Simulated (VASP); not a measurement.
Runs of VASP 6.6.1 on KF. The structure is that of space group Fm-3m (No. 225), or close to it. The cells are those of the table. 

| task | cell | gap on the mesh (eV) | pressure (GPa) |
| --- | --- | --- | --- |
| electric field gradients | a = 3.762, b = 3.762, c = 3.743 Å, angles 60.2, 60.2, 59.7°, 2 atoms | 6.12 | 0.0 |
| electric field gradients | a = 3.730 Å, angles 60.0°, 2 atoms | 6.23 | 0.7 |
| electric field gradients | a = 3.855 Å, angles 60.0°, 2 atoms | (a) | -2.2 |
| single point | a = 3.730 Å, angles 60.0°, 2 atoms | 6.23 | 0.7 |
| electric field gradients | a = 3.800, b = 3.800, c = 3.819 Å, angles 59.8, 59.8, 60.3°, 2 atoms | 5.91 | -1.2 |
| electric field gradients | a = 3.768 Å, angles 60.0°, 2 atoms | (b) | -0.4 |
| single point | a = 3.762, b = 3.762, c = 3.743 Å, angles 60.2, 60.2, 59.7°, 2 atoms | 6.12 | 0.0 |
| single point | a = 3.800, b = 3.800, c = 3.819 Å, angles 59.8, 59.8, 60.3°, 2 atoms | 5.91 | -1.2 |
| single point | a = 3.800 Å, angles 59.3°, 2 atoms | 6.02 | -0.7 |
| single point | a = 3.762, b = 3.762, c = 3.781 Å, angles 59.8, 59.8, 60.3°, 2 atoms | 6.06 | -0.4 |
| single point | a = 3.743 Å, angles 61.3°, 2 atoms | 6.00 | -0.7 |
| electric field gradients | a = 3.819 Å, angles 58.7°, 2 atoms | 6.01 | -0.7 |

Alike in all rows: level PBEsol; potentials or basis VASP PAW PBE potentials, release 64 (K_sv, F); no spin polarisation; k mesh 9 × 9 × 9; cutoff (eV) 520; smearing fermi-dirac 0.01 eV.

Question: Estimate the missing entries.

Answer: (a) 5.74; (b) 6.07.

Caveats: the PAW data sets were made with another functional, which shifts forces and pressure a little; an odd mesh through Γ misses points on the zone boundary, where band edges can lie.
